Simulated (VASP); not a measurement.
Wanted: the native input for a VASP 6.6.1 run.

```
Task                   : relaxation of cell and atoms
Functional             : PBEsol
Potentials or basis    : VASP PAW PBE potentials, release 64 (Ag, O)
Cutoff                 : 600 eV
k mesh                 : 14 × 14 × 14
Occupations            : gaussian, width 0.1 eV
Spin                   : no spin polarisation
Target pressure        : 2 GPa
Dipole correction      : no
Further INCAR settings : ALGO = Normal; EDIFF = 1e-06; IBRION = 2; EDIFFG = -0.008; NSW = 70; ISIF = 3
```

The structure of AgO lies in POSCAR:

```
AgO
1.0
    0.0000000000      2.4590128305      2.4590128305
    2.4590128305      0.0000000000      2.4590128305
    2.4590128305      2.4590128305      0.0000000000
Ag O
1 1
Direct
    0.0000000000      0.0000000000      0.0000000000
    0.7500000000      0.7500000000      0.7500000000
```

The input as run:

INCAR

```
SYSTEM = AgO
ALGO = Normal
EDIFF = 1E-6
EDIFFG = -0.008
ENCUT = 600
GGA = PS
IBRION = 2
ISIF = 3
ISMEAR = 0
LASPH = .TRUE.
LCHARG = .FALSE.
LREAL = .FALSE.
LWAVE = .FALSE.
NELM = 100
NSW = 70
PREC = Accurate
PSTRESS = 20.0
SIGMA = 0.1
```

KPOINTS

```
k-points
0
G
  14 14 14
  0 0 0
```

Potentials or basis: VASP PAW PBE potentials, release 64 (Ag, O).

The run is started by

```bash
$ cat potpaw_PBE.64/Ag/POTCAR potpaw_PBE.64/O/POTCAR > POTCAR
$ mpirun -np 1 vasp_std > vasp.out
```

Results of the run:

```yaml
Relaxed_volume: 14.85 Å³/atom
Relaxed_cell: a = 3.476 Å, b = 3.476 Å, c = 3.476 Å, α = 60.00°, β = 60.00°, γ = 60.00°
Space_group_after_relaxing_to_0.05_Å: F-43m (No. 216)
Energy_change_on_relaxing_the_enthalpy_is_what_falls: +0.2 meV/atom
Ionic_steps: 2
Pressure_after_relaxing: 2.1 GPa
```

Caveat: the cell is relaxed towards a set pressure, so the enthalpy falls and the energy may rise; the PAW data sets were made with another functional, which shifts forces and pressure a little; an odd number of electrons without spin polarisation forces a metal; a magnetic or distorted state may lie lower.

It took 41 s on 1 thread of Intel(R) Xeon(R) Platinum 8124M CPU @ 3.00GHz (Skylake/Cascade Lake) (shared host), peak memory 0.2 GiB.
